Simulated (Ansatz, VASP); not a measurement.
**One calculation of ZnS, two programs**

```
Zn S
1.0
     0.00000    2.72115    2.72115
     2.72115    0.00000    2.72115
     2.72115    2.72115    0.00000
Zn S
1 1
Direct
  0.00000 0.00000 0.00000
  0.75000 0.75000 0.75000
```

Alike in both runs: functional PBE; k mesh 10 × 10 × 10; occupations gaussian, width 0.02 eV; no spin polarisation.

Ansatz relaxed the structure, and its values are those at the end. VASP's run is a single point on that final structure, the one shown.

|  | VASP | Ansatz |
| --- | --- | --- |
| version | VASP 6.6.1 | Ansatz 0.2.0 |
| potentials or method | VASP PAW PBE potentials, release 64 (Zn, S), cutoff 520 eV | scalar-relativistic, plane waves, PAW |
| valence electrons in the cell | 18 | 18 |

|  | VASP | Ansatz | Ansatz less VASP |
| --- | --- | --- | --- |
| gap on the k mesh at the Fermi level (eV) | 2.02 | 2.02 | -0.004 |
| least direct gap on the mesh (eV) | 2.02 | 2.02 | -0.004 |
| pressure (GPa) | 0.2 | 0.0 | -0.16 |
